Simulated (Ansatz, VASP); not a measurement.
## One calculation of Si, two programs

INCAR

```
SYSTEM = Si
  PREC = Accurate
  ENCUT = 600
  EDIFF = 1E-7
  ISMEAR = 0
  SIGMA = 0.1
  LREAL = .False.
  LASPH = .True.
  NELM = 100
  ALGO = Normal
  ISIF = 3
  LWAVE = .False.
  LCHARG = .False.
  GGA = PE
  IBRION = 2
  NSW = 90
  EDIFFG = -0.04
```

Contents of KPOINTS:

```
Automatic mesh
0
Gamma
  6 4 4
  0 0 0
```

POSCAR

```
Si
1.0
    3.2359872300      0.0000000000      0.0000000000
    0.0000000000      5.9201980400      0.0000000000
    0.0000000000      0.0000000000      6.7814608800
Si
8
Direct
    0.2016419900      0.1656220000      0.0989970000
    0.7016419900      0.3343780000      0.5989970000
    0.2016419900      0.8343780000      0.9010030000
    0.2983580100      0.6656220000      0.5989970000
    0.2983580100      0.3343780000      0.4010030000
    0.7983580100      0.1656220000      0.9010030000
    0.7983580100      0.8343780000      0.0989970000
    0.7016419900      0.6656220000      0.4010030000
```

Input for Ansatz:

```yaml
crystal:
  lattice:
    - [3.23598723, 0.0, 0.0]
    - [0.0, 5.92019804, 0.0]
    - [0.0, 0.0, 6.78146088]
  atoms:
    - { symbol: Si, position: [0.20164199, 0.165622, 0.098997] }
    - { symbol: Si, position: [0.70164199, 0.334378, 0.598997] }
    - { symbol: Si, position: [0.20164199, 0.834378, 0.901003] }
    - { symbol: Si, position: [0.29835801, 0.665622, 0.598997] }
    - { symbol: Si, position: [0.29835801, 0.334378, 0.401003] }
    - { symbol: Si, position: [0.79835801, 0.165622, 0.901003] }
    - { symbol: Si, position: [0.79835801, 0.834378, 0.098997] }
    - { symbol: Si, position: [0.70164199, 0.665622, 0.401003] }
basis:
  ecutwfc: 420
kpoints:
  mp_grid: { grid: [6, 4, 4] }
hamiltonian:
  xc: pbe
scf:
  occupations: { method: gaussian, width: 0.1 }
  lower_state_search: "off"
output:
  forces: true
  stress: true
  eigenvalues: true
relax:
  adjacent_minimum: "off"
  f_tol: 0.04
  max_steps: 70
  cell: { stress_tol: 0.4 }
```

Alike in both runs: task relaxation of cell and atoms; functional PBE; k mesh 6 × 4 × 4; occupations gaussian, width 0.1 eV; no spin polarisation.

```csv
,VASP,Ansatz
version,VASP 6.6.1,Ansatz 0.2.0
potentials or method,"VASP PAW PBE potentials, release 64 (Si), cutoff 600 eV","scalar-relativistic, plane waves, PAW"
valence electrons in the cell,32,32
```

|  | VASP | Ansatz | Ansatz less VASP |
| --- | --- | --- | --- |
| gap on the k mesh at the Fermi level, each at its own relaxed structure (eV) | none | none | - |
| relaxed volume (Å³/atom) | 21.00 | 20.99 | -0.010 |
| relaxed length of the cell vector where the two differ most in proportion (Å) | 7.255 | 7.154 | -0.1010 |

A gap of «none» marks a metal or a gap that the smearing closes.

Noted on VASP's run: the volume moved by over 15 % at a fixed basis, so the end points are rough.
